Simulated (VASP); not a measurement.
Wanted: the native input for a VASP 6.6.1 run.

```
Task                   : single point
Functional             : r2SCAN
Potentials or basis    : VASP PAW PBE potentials, release 64 (Rh_pv)
Cutoff                 : 520 eV
k mesh                 : 20 × 20 × 20
Occupations            : fermi-dirac, width 0.05 eV
Spin                   : no spin polarisation
Dipole correction      : no
Further INCAR settings : ALGO = Normal; EDIFF = 1e-06; NBANDS = 14
```

The system is Rh.

```
Rh
1.0
     0.00000    1.89999    1.89999
     1.89999    0.00000    1.89999
     1.89999    1.89999    0.00000
Rh
1
Direct
  0.00000 0.00000 0.00000
```

The input as run:

POSCAR

```
Rh
1.0
    0.0000000000      1.8999879732      1.8999879732
    1.8999879732      0.0000000000      1.8999879732
    1.8999879732      1.8999879732      0.0000000000
Rh
1
Direct
    0.0000000000      0.0000000000      0.0000000000
```

INCAR.step1

```
SYSTEM = Rh
  PREC = Accurate
  ENCUT = 520
  ISMEAR = -1
  SIGMA = 0.05
  LREAL = .False.
  LASPH = .True.
  NELM = 100
  NBANDS = 14
  GGA = PE
  ALGO = Normal
  EDIFF = 1E-4
  LWAVE = .True.
  LCHARG = .False.
```

INCAR.step2

```
SYSTEM = Rh
  PREC = Accurate
  ENCUT = 520
  EDIFF = 1E-6
  ISMEAR = -1
  SIGMA = 0.05
  LREAL = .False.
  LASPH = .True.
  NELM = 100
  ALGO = Normal
  ISIF = 2
  LWAVE = .False.
  LCHARG = .False.
  METAGGA = R2SCAN
  LMIXTAU = .True.
  NBANDS = 14
  ISTART = 1
```

KPOINTS

```
Automatic mesh
0
Gamma
  20 20 20
  0 0 0
```

Potentials or basis: VASP PAW PBE potentials, release 64 (Rh_pv).

The run is started by

```console
$ cat potpaw_PBE.64/Rh_pv/POTCAR > POTCAR
$ cp INCAR.step1 INCAR
$ mpirun -np 1 vasp_std > vasp.out
$ cp INCAR.step2 INCAR
$ mpirun -np 1 vasp_std > vasp.out
```

It gave:

| Property | Result |
| --- | --- |
| Pressure | 1.2 GPa |
| Band gap on the k mesh | zero (an odd number of electrons rules out a gap without spin polarisation) |

Caveat: an empty level that is flat over the whole mesh can mark a ghost state of the potentials, or a narrow d or f band; the PAW data sets were made with another functional, which shifts forces and pressure a little.

Wall time 91 s on 1 thread of Intel(R) Xeon(R) Platinum 8488C (Sapphire Rapids) (shared host), peak memory 0.16 GiB.
